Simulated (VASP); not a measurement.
# Ta in VASP: notebook

The runs below take Ta through single point, with PBE.

Everything below comes from runs of VASP 6.6.1. Logs are shortened: lines on timing, memory, paths and dates and some standing lists are left out, and cuts for length are marked.

**1. The cell of the first run**

It takes space group Im-3m (No. 229, cubic). The conventional cell has a = 3.405 Å, b = 3.405 Å, c = 3.405 Å, α = 90.00°, β = 90.00°, γ = 90.00°. Ta (site symmetry m-3m) has 14 Ta at 2.95 to 3.41 Å within 3.9 Å.

**2. Single point, PBE (19.74 Å³/atom)**

File INCAR:

```
PREC = Accurate
ENCUT = 520
EDIFF = 1E-6
ISMEAR = 0
SIGMA = 0.15
LREAL = False
LASPH = True
NELM = 60
ALGO = Normal
ISIF = 2
LWAVE = False
LCHARG = False
GGA = PE
NBANDS = 12
```

File KPOINTS:

```
Automatic mesh
0
Gamma
  20 20 20
```

File POSCAR:

```
Ta
1.0
   -1.7026199510      1.7026199510      1.7026199510
    1.7026199510     -1.7026199510      1.7026199510
    1.7026199510      1.7026199510     -1.7026199510
Ta
1
Direct
    0.0000000000      0.0000000000      0.0000000000
```

Potentials or basis: VASP PAW PBE potentials, release 64 (Ta_pv).

Command:

```
$ cat potpaw_PBE.64/Ta_pv/POTCAR > POTCAR
$ mpirun -np 1 vasp_std > vasp.out
```

OUTCAR:

```text
PREC = Accurate
   ENCUT = 520
   EDIFF = 1E-6
   ISMEAR = 0
   LREAL = False
   LASPH = True
   NELM = 60
   ISIF = 2
   GGA = PE

 ion  position               nearest neighbor table
   1  0.000  0.000  0.000-

  LATTYP: Found a body centered cubic cell.
 ALAT       =     3.4052399020

  Lattice vectors:

 A1 = (  -1.7026199510,   1.7026199510,   1.7026199510)
 A2 = (   1.7026199510,  -1.7026199510,   1.7026199510)
 A3 = (   1.7026199510,   1.7026199510,  -1.7026199510)

Analysis of symmetry for initial positions (statically):
=====================================================================
 Subroutine PRICEL returns:
 Original cell was already a primitive cell.

 Routine SETGRP: Setting up the symmetry group for a
 body centered cubic supercell.

 Subroutine GETGRP returns: Found 48 space group operations
 (whereof 48 operations were pure point group operations)
 out of a pool of 48 trial point group operations.

The static configuration has the point symmetry O_h .

Analysis of symmetry for dynamics (positions and initial velocities):
=====================================================================
 Subroutine PRICEL returns:
 Original cell was already a primitive cell.

 Routine SETGRP: Setting up the symmetry group for a
 body centered cubic supercell.

 Subroutine GETGRP returns: Found 48 space group operations
 (whereof 48 operations were pure point group operations)
 out of a pool of 48 trial point group operations.

The dynamic configuration has the point symmetry O_h .

 Subroutine INISYM returns: Found 48 space group operations
 (whereof 48 operations are pure point group operations),
 and found     1 'primitive' translations

----------------------------------------------------------------------------------------

                                     Primitive cell

  volume of cell :      19.7430

  direct lattice vectors                    reciprocal lattice vectors
    -1.702619951  1.702619951  1.702619951     0.000000000  0.293665066  0.293665066
     1.702619951 -1.702619951  1.702619951     0.293665066  0.000000000  0.293665066
     1.702619951  1.702619951 -1.702619951     0.293665066  0.293665066  0.000000000

  length of vectors
     2.949024261  2.949024261  2.949024261     0.415305119  0.415305119  0.415305119

  position of ions in fractional coordinates (direct lattice)
     0.000000000  0.000000000  0.000000000

  ion indices of the primitive-cell ions
   primitive index   ion index
                 1           1

----------------------------------------------------------------------------------------

 KPOINTS: Automatic mesh

Automatic generation of k-mesh.
 Grid dimensions read from file:
 generate k-points for:   20   20   20

 Generating k-lattice:

  Cartesian coordinates                     Fractional coordinates (reciprocal lattice)
     0.000000000  0.014683253  0.014683253     0.050000000  0.000000000  0.000000000
     0.014683253  0.000000000  0.014683253     0.000000000  0.050000000  0.000000000
     0.014683253  0.014683253  0.000000000     0.000000000  0.000000000  0.050000000

  Length of vectors
     0.020765256  0.020765256  0.020765256

  Shift w.r.t. Gamma in fractional coordinates (k-lattice)
     0.000000000  0.000000000  0.000000000

 Subroutine IBZKPT returns following result:
 ===========================================

 Found    256 irreducible k-points:

 Following reciprocal coordinates:
            Coordinates               Weight
  0.000000  0.000000  0.000000      1.000000
  0.050000  0.000000  0.000000     12.000000
  0.100000  0.000000  0.000000     12.000000
  0.150000  0.000000  0.000000     12.000000
  0.200000  0.000000  0.000000     12.000000
  0.250000  0.000000  0.000000     12.000000
[... 16 lines left out ...]
  0.200000  0.100000  0.000000     48.000000
  0.250000  0.100000  0.000000     48.000000
 [... further k-points ...]
   k-points           NKPTS =    256   k-points in BZ     NKDIM =    256   number of bands    NBANDS=     12
   number of dos      NEDOS =    301   number of ions     NIONS =      1
   total plane-waves  NPLWV =  13824
   dimension x,y,z NGX =    24 NGY =   24 NGZ =   24
   dimension x,y,z NGXF=    48 NGYF=   48 NGZF=   48
   ions per type =               1
   NGX,Y,Z   is equivalent  to a cutoff of  13.53, 13.53, 13.53 a.u.
   NGXF,Y,Z  is equivalent  to a cutoff of  27.06, 27.06, 27.06 a.u.
 SYSTEM =  unknown system
   PREC   = accura    normal or accurate (medium, high low for compatibility)
   ISTART =      0    job   : 0-new  1-cont  2-samecut
   ICHARG =      2    charge: 1-file 2-atom 10-const
   ISPIN  =      1    spin polarized calculation?
   LNONCOLLINEAR =      F non collinear calculations
   LSORBIT =      F    spin-orbit coupling
   LASPH  =      T    aspherical Exc in radial PAW
   ENCUT  =  520.0 eV  38.22 Ry    6.18 a.u.   5.48  5.48  5.48*2*pi/ulx,y,z
   NELM   =     60;   NELMIN=  2; NELMDL= -5     # of ELM steps
   EDIFF  = 0.1E-05   stopping-criterion for ELM
   LREAL  =      F    real-space projection
[... 7 lines left out ...]
   TEBEG  =    0.0;   TEEND  =   0.0 temperature during run
   PSTRESS=    0.0 pullay stress
   NELECT =      11.0000    total number of electrons
   NUPDOWN=      -1.0000    fix difference up-down
   EMIN   =  10.00;   EMAX   =-10.00  energy-range for DOS
   EFERMI =   0.00;   METHOD = LEGACY
   ISMEAR =     0;   SIGMA  =   0.15  broadening in eV -4-tet -1-fermi 0-gaus
   EFERMI_NEDOS =   21; number of points for ismear=-14 and -15
   IALGO  =     38    algorithm
   IMIX   =      4    mixing-type and parameters
     AMIX     =   0.40;   BMIX     =  1.00
     AMIX_MAG =   1.60;   BMIX_MAG =  1.00
  volume/ion in A,a.u.               =      19.74       133.23
  Fermi-wavevector in a.u.,A,eV,Ry     =   1.347105  2.545659 24.690370  1.814691
  Thomas-Fermi vector in A             =   2.474882
   LORBIT       =      0    0 simple, 1 ext, 2 COOP (PROOUT), +10 PAW based schemes
   GGA     = PE    functional components
   LHFCALC =     F    Hartree Fock is set to
   AEXX    =    0.0000 exact exchange contribution
   IVDW    =     0    specifies the selected vdW correction
   LEPSILON=     F    determine dielectric tensor
   LRPA    =     F    only Hartree local field effects (RPA)
 non-spin polarized calculation
 Gauss-broadening in eV      SIGMA  =   0.15
  energy-cutoff  :      520.00
  volume of cell :       19.74
 maximum number of plane-waves:       555
 NGX is ok and might be reduce to    24
   NGX = 11   NGY = 11   NGZ = 11

 number of electron      11.0000001 magnetization

 Free energy of the ion-electron system (eV)
  ---------------------------------------------------
  ext. energy  EPLUGINS =         0.00000000
  ---------------------------------------------------
  free energy    TOTEN  =       -11.75905700 eV

  energy without entropy =      -11.74290724  energy(sigma->0) =      -11.75098212

 E-fermi :   4.7721     XC(G=0): -12.1565

 val. band max:        4.7620942019   @ k =  -0.2500   0.3000   0.1000
 cond. band min:       4.7728054928   @ k =   0.3500   0.1500   0.0000
 fundamental gap:      0.0107112908
 Fermi energy:         4.7720784635

 k-point     1 :       0.0000    0.0000    0.0000
  band No.  band energies     occupation
      1     -28.6693      2.00000
      2     -28.6693      2.00000
      3     -28.6693      2.00000
      4      -2.7882      2.00000
      5       5.4874      0.00000
      6       5.4874      0.00000
      7       5.4874      0.00000
      8       8.4446      0.00000
      9       8.4446      0.00000
     10      19.3478      0.00000
     11      19.3478      0.00000
     12      19.3478      0.00000

 k-point     2 :       0.0500    0.0000    0.0000
  band No.  band energies     occupation
      1     -28.6919      2.00000
      2     -28.6765      2.00000
      3     -28.6694      2.00000
      4      -2.6877      2.00000
      5       5.4233      0.00000
      6       5.4700      0.00000
      7       5.5845      0.00000
      8       8.3412      0.00000
      9       8.4454      0.00000
     10      19.1407      0.00000
     11      19.4355      0.00000
     12      19.5250      0.00000

 k-point     3 :       0.1000    0.0000    0.0000
  band No.  band energies     occupation
      1     -28.7570      2.00000
      2     -28.6971      2.00000
      3     -28.6696      2.00000
      4      -2.3936      2.00000
      5       5.2434      0.00001
      6       5.3992      0.00000
      7       5.8734      0.00000
      8       8.1044      0.00000
      9       8.4516      0.00000
     10      19.1400      0.00000
     11      19.6594      0.00000
     12      20.0428      0.00000
[... 286 lines left out ...]
 k-point    23 :       0.2000    0.1000    0.0000
  band No.  band energies     occupation
      1     -29.1406      2.00000
      2     -28.8148      2.00000
      3     -28.6998      2.00000
      4      -0.4167      2.00000
      5       4.3312      1.99997
      6       4.5154      1.98447
      7       7.6350      0.00000
      8       8.1768      0.00000
      9       8.8549      0.00000
     10      19.1136      0.00000
     11      19.2984      0.00000
     12      20.3817      0.00000

 k-point    24 :       0.2500    0.1000    0.0000
  band No.  band energies     occupation
      1     -29.2559      2.00000
      2     -28.8651      2.00000
      3     -28.7015      2.00000
      4       0.2138      2.00000
      5       4.0478      2.00000
      6       4.3960      1.99961
      7       7.8041      0.00000
      8       8.9582      0.00000
      9       9.1103      0.00000
     10      18.1338      0.00000
     11      19.1313      0.00000
     12      19.3828      0.00000

 [... further k-points ...]

------------------------ aborting loop because EDIFF is reached ----------------------------------------

  FORCE on cell =-STRESS in cart. coord.  units (eV):
  Direction    XX          YY          ZZ          XY          YZ          ZX
  --------------------------------------------------------------------------------------
  -------------------------------------------------------------------------------------
  Total       -1.5911409     -1.5911409     -1.5911409      0.0000000      0.0000000     -0.0000000
  in kB     -129.1237326   -129.1237326   -129.1237326      0.0000000      0.0000000     -0.0000000
  external PRESSURE =    -129.1237326 kB  Pullay stress =       0.0000000 kB

 VOLUME and BASIS-vectors are now :
 -----------------------------------------------------------------------------
  energy-cutoff  :      520.00
  volume of cell :       19.74
      direct lattice vectors                 reciprocal lattice vectors
    -1.702619951  1.702619951  1.702619951     0.000000000  0.293665066  0.293665066
     1.702619951 -1.702619951  1.702619951     0.293665066  0.000000000  0.293665066
     1.702619951  1.702619951 -1.702619951     0.293665066  0.293665066  0.000000000

 POSITION                                       TOTAL-FORCE (eV/Angst)
 -----------------------------------------------------------------------------------
      0.00000      0.00000      0.00000        -0.000000      0.000000     -0.000000
 -----------------------------------------------------------------------------------
    total drift:                               -0.000000      0.000000      0.000000

  FREE ENERGIE OF THE ION-ELECTRON SYSTEM (eV)
  ---------------------------------------------------
  free  energy   TOTEN  =       -11.7590569957 eV

  energy  without entropy=      -11.7429072385  energy(sigma->0) =      -11.75098212
```

Wall time 58 s (1 thread of Intel Xeon 8259CL, shared host); peak memory 0.19 GiB.

What came out:

- Free energy: -11.7591 eV
- Pressure: -12.9 GPa
- Band gap on the k mesh: zero (an odd number of electrons rules out a gap without spin polarisation)

Caveat: the cell stands under tension; spin-orbit coupling is left out, which moves the levels of the heavy elements.

**3. Single point, PBE (17.55 Å³/atom)**

This run uses another cell than the first one, of 17.55 Å³/atom.

File INCAR:

```
SYSTEM = Ta
PREC     = Accurate       ! precision mode
ENCUT    = 520            ! plane-wave cutoff, eV
EDIFF    = 1E-7           ! SCF threshold, eV
ISMEAR   = 0              ! smearing method
SIGMA    = 0.15           ! smearing width, eV
LREAL    = .FALSE.        ! projectors in reciprocal space
LASPH    = .TRUE.         ! aspherical terms in the spheres
NELM     = 60             ! most SCF steps
ALGO     = Normal         ! electronic algorithm
ISIF     = 2              ! what is computed and relaxed
LWAVE    = .FALSE.        ! write WAVECAR
LCHARG   = .FALSE.        ! write CHGCAR
GGA      = PE             ! functional
NBANDS   = 12             ! bands
```

File KPOINTS:

```
regular mesh
0
G
  20 20 20
  0 0 0
```

File POSCAR:

```
Ta
1.0
   -1.6699898310      1.6699898310      1.5731304208
    1.6699898310     -1.6699898310      1.5731304208
    1.6699898310      1.6699898310     -1.5731304208
Ta
1
Direct
    0.0000000000      0.0000000000      0.0000000000
```

Potentials or basis: VASP PAW PBE potentials, release 64 (Ta_pv).

Command:

```
$ cat potpaw_PBE.64/Ta_pv/POTCAR > POTCAR
$ mpirun -np 1 vasp_std > vasp.out
```

Run time: 1.8 min. Hardware: 1 thread of Intel Xeon 8259CL, shared host; peak memory 0.25 GiB.

The run converged. Its results:

| Item | Value |
| --- | --- |
| Free energy | -11.7839 eV |
| Pressure | 9.3 GPa |
| Band gap on the k mesh | zero (an odd number of electrons rules out a gap without spin polarisation) |

Stress tensor (GPa, compression positive):
```
 7.04  0.00  0.00
 0.00  7.04  0.00
 0.00  0.00 13.77
```

Levels at points of the mesh, in eV from the Fermi level:
```tsv
k point	band 1	band 2	band 3	band 4	band 5	band 6	band 7	band 8	band 9	band 10
(0.00, 0.00, 0.00)	-32.98	-32.98	-32.96	-8.03	0.22	1.03	1.03	3.49	4.62	14.78
(0.50, 0.00, 0.00)	-34.25	-33.41	-33.01	-4.49	-1.88	1.87	4.08	5.52	8.05	11.97
(0.50, 0.50, 0.00)	-34.26	-33.33	-32.95	-4.53	-1.05	1.41	3.28	4.70	7.92	11.89
(0.50, 0.50, 0.50)	-33.91	-33.91	-33.75	-4.05	-3.88	6.97	6.97	7.23	8.38	8.38
```

Caveat: the cell stands under pressure; spin-orbit coupling is left out, which moves the levels of the heavy elements.

**4. Single point, PBE (17.91 Å³/atom)**

This run uses another cell than the first one, of 17.91 Å³/atom.

File INCAR:

```
PREC = Accurate
ENCUT = 520
EDIFF = 1E-6
ISMEAR = 0
SIGMA = 0.15
LREAL = False
LASPH = True
NELM = 80
ALGO = Normal
ISIF = 2
LWAVE = False
LCHARG = False
GGA = PE
NBANDS = 12
```

File KPOINTS:

```
regular mesh
0
Gamma
  20 20 20
```

File POSCAR:

```
Ta
1.0
   -1.6158410501      1.6158410501      1.7153768588
    1.6158410501     -1.6158410501      1.7153768588
    1.6158410501      1.6158410501     -1.7153768588
Ta
1
Direct
    0.0000000000      0.0000000000      0.0000000000
```

Command:

```
$ cat potpaw_PBE.64/Ta_pv/POTCAR > POTCAR
$ mpirun -np 1 vasp_std > vasp.out
```

Run time: 75 s. Hardware: 1 thread of Intel Xeon 8259CL, shared host; peak memory 0.25 GiB.

The run converged. Its results:

```yaml
Free_energy: -11.7997 eV
Pressure: 4.6 GPa
Band_gap_on_the_k_mesh: zero (an odd number of electrons rules out a gap without spin polarisation)
```

Stress tensor (GPa, compression positive):
```
6.86 0.00 0.00
0.00 6.86 0.00
0.00 0.00 0.23
```

Levels at points of the mesh, in eV from the Fermi level:
```tsv
k point	band 3	band 4	band 5	band 6	band 7	band 8
(0.00, 0.00, 0.00)	-33.06	-7.95	0.51	0.51	1.25	3.48
(0.50, 0.00, 0.00)	-33.06	-4.42	-1.29	1.47	3.36	4.99
(0.50, 0.50, 0.00)	-33.11	-4.39	-2.05	1.90	4.57	5.29
(0.50, 0.50, 0.50)	-33.84	-3.94	-3.75	6.72	6.96	6.96
```

Caveat: the cell stands under pressure; spin-orbit coupling is left out, which moves the levels of the heavy elements.

**5. Single point, PBE (18.28 Å³/atom)**

This run uses another cell than the first one, of 18.28 Å³/atom.

File INCAR:

```
  PREC = Accurate
  ENCUT = 520
  EDIFF = 1E-6
  ISMEAR = 0
  SIGMA = 0.15
  LREAL = False
  LASPH = True
  NELM = 80
  ALGO = Normal
  ISIF = 2
  LWAVE = False
  LCHARG = False
  GGA = PE
  NBANDS = 12
```

File KPOINTS:

```
Automatic mesh
0
Gamma
  20 20 20
```

File POSCAR:

```
Ta
1.0
   -1.6267443988      1.6267443988      1.7269518538
    1.6267443988     -1.6267443988      1.7269518538
    1.6267443988      1.6267443988     -1.7269518538
Ta
1
Direct
    0.0000000000      0.0000000000      0.0000000000
```

Command:

```
$ cat potpaw_PBE.64/Ta_pv/POTCAR > POTCAR
$ mpirun -np 1 vasp_std > vasp.out
```

Run time: 46 s. Hardware: 1 thread of Intel Xeon Platinum 8559C (Emerald Rapids), shared host; peak memory 0.25 GiB.

Results (log left out):

```
Free energy            : -11.8057 eV
Pressure               : 0.5 GPa
Band gap on the k mesh : zero (an odd number of electrons rules out a gap without spin polarisation)
```

Stress tensor (GPa, compression positive):
```
 2.58  0.00  0.00
 0.00  2.58  0.00
 0.00  0.00 -3.63
```

Levels at points of the mesh, in eV from the Fermi level:
```tsv
k point	band 3	band 4	band 5	band 6	band 7	band 8
(0.00, 0.00, 0.00)	-33.14	-7.87	0.52	0.52	1.23	3.42
(0.50, 0.00, 0.00)	-33.14	-4.34	-1.24	1.38	3.29	4.88
(0.50, 0.50, 0.00)	-33.19	-4.30	-1.98	1.80	4.47	5.17
(0.50, 0.50, 0.50)	-33.87	-3.82	-3.63	6.55	6.79	6.79
```

Caveat: spin-orbit coupling is left out, which moves the levels of the heavy elements.

**6. Single point, PBE (18.28 Å³/atom)**

This run uses another cell than the first one, of 18.28 Å³/atom.

File INCAR:

```
PREC = Accurate ; ENCUT = 520
EDIFF = 1E-7 ; ISMEAR = 0
SIGMA = 0.15 ; LREAL = F
LASPH = T ; NELM = 60
ALGO = Normal ; ISIF = 2
LWAVE = F ; LCHARG = F
GGA = PE ; NBANDS = 12
```

File KPOINTS:

```
regular mesh
0
Gamma
  20 20 20
```

File POSCAR:

```
Ta
1.0
   -1.6928662852      1.6928662852      1.5946800406
    1.6928662852     -1.6928662852      1.5946800406
    1.6928662852      1.6928662852     -1.5946800406
Ta
1
Direct
    0.0000000000      0.0000000000      0.0000000000
```

Potentials or basis: VASP PAW PBE potentials, release 64 (Ta_pv).

Command:

```
$ cat potpaw_PBE.64/Ta_pv/POTCAR > POTCAR
$ mpirun -np 1 vasp_std > vasp.out
```

Wall time 52 s (1 thread of Intel Xeon Platinum 8559C (Emerald Rapids), shared host); peak memory 0.25 GiB.

Results (log left out):

```
Free energy            : -11.8060 eV
Pressure               : 0.6 GPa
Band gap on the k mesh : zero (an odd number of electrons rules out a gap without spin polarisation)
```

Stress tensor (GPa, compression positive):
```
-1.35  0.00  0.00
 0.00 -1.35  0.00
 0.00  0.00  4.47
```

Levels at points of the mesh, in eV from the Fermi level:
```csv
k point,band 3,band 4,band 5,band 6,band 7,band 8
"(0.00, 0.00, 0.00)",-33.13,-7.87,0.24,1.01,1.01,3.38
"(0.50, 0.00, 0.00)",-33.17,-4.31,-1.75,1.67,3.90,5.27
"(0.50, 0.50, 0.00)",-33.12,-4.36,-0.96,1.23,3.14,4.49
"(0.50, 0.50, 0.50)",-33.82,-3.81,-3.65,6.64,6.64,6.87
```

Caveat: spin-orbit coupling is left out, which moves the levels of the heavy elements.

**7. Summary**

```tsv
cell	gap on the mesh (eV)	pressure (GPa)
a = 2.949 Å, angles 109.5°, 1 atom	none	-12.9
a = 2.838 Å, angles 107.9, 107.9, 112.7°, 1 atom	none	9.3
a = 2.857 Å, angles 111.1, 111.1, 106.2°, 1 atom	none	4.6
a = 2.877 Å, angles 111.1, 111.1, 106.2°, 1 atom	none	0.5
a = 2.877 Å, angles 107.9, 107.9, 112.7°, 1 atom	none	0.6
```

Alike in all rows: task single point; level PBE; potentials or basis VASP PAW PBE potentials, release 64 (Ta_pv); no spin polarisation; k mesh 20 × 20 × 20; cutoff (eV) 520; smearing gaussian 0.15 eV.

Caveats: spin-orbit coupling is left out, which moves the levels of the heavy elements; the cell stands under pressure (at least some runs); the cell stands under tension (at least some runs).

Total energies depend on the potentials used, so only differences within one code and one set of settings carry meaning.
